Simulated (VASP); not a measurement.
The system is FeAu.

```
Au Fe
1.0
     1.41175    0.81507    4.46945
    -1.41175    0.81507    4.46945
     0.00000   -1.63015    4.46945
Au Fe
1 1
Direct
  0.00000 0.00000 0.00000
  0.50000 0.50000 0.50000
```

| Property | Result |
| --- | --- |
| Program | VASP 6.6.1 |
| Task | relaxation of cell and atoms |
| Functional | PBEsol |
| Potentials or basis | VASP PAW PBE potentials, release 64 (Au, Fe) |
| Cutoff | 600 eV |
| k mesh | 8 × 8 × 8 |
| Occupations | fermi-dirac, width 0.05 eV |
| Spin | collinear spin, ferromagnetic start |
| Starting moments | [0.0, 3.0] μB |

At the start: pressure -8.8 GPa; volume 15.43 Å³/atom.

Task: Where does the relaxation end?

Result: Over 11 steps the energy falls by 27.8 meV/atom and the volume is 14.47 Å³/atom (-6.2 %); space group R-3m (No. 166, to 0.1 Å) before and after; moment 2.72 μB per cell.

Step by step:
| step | energy change (eV) | largest force (eV/Å) | pressure (GPa) | volume (Å³) |
| --- | --- | --- | --- | --- |
| 1 | 0.0000 | 0.0000 | -8.82 | 30.86 |
| 2 | 0.0090 | 0.0000 | 12.47 | 27.22 |
| 3 | -0.0546 | 0.0000 | -0.08 | 29.01 |
| 4 | -0.0546 | 0.0000 | 0.03 | 28.97 |
| 5 | -0.0554 | 0.0000 | 0.08 | 28.95 |
| 6 | -0.0557 | 0.0000 | 0.11 | 28.93 |
| 7 | -0.0557 | 0.0000 | 0.12 | 28.93 |
| 8 | -0.0557 | 0.0000 | 0.14 | 28.93 |
| 9 | -0.0556 | 0.0000 | -0.17 | 28.99 |
| 10 | -0.0557 | 0.0000 | -0.08 | 28.95 |
| 11 | -0.0557 | 0.0000 | -0.02 | 28.94 |

Final structure:
```
Au Fe
1.0
     1.37611    0.79450    4.41210
    -1.37611    0.79450    4.41210
     0.00000   -1.58899    4.41210
Au Fe
1 1
Direct
  0.00000 0.00000 0.00000
  0.50000 0.50000 0.50000
```

Caveat: the PAW data sets were made with another functional, which shifts forces and pressure a little.
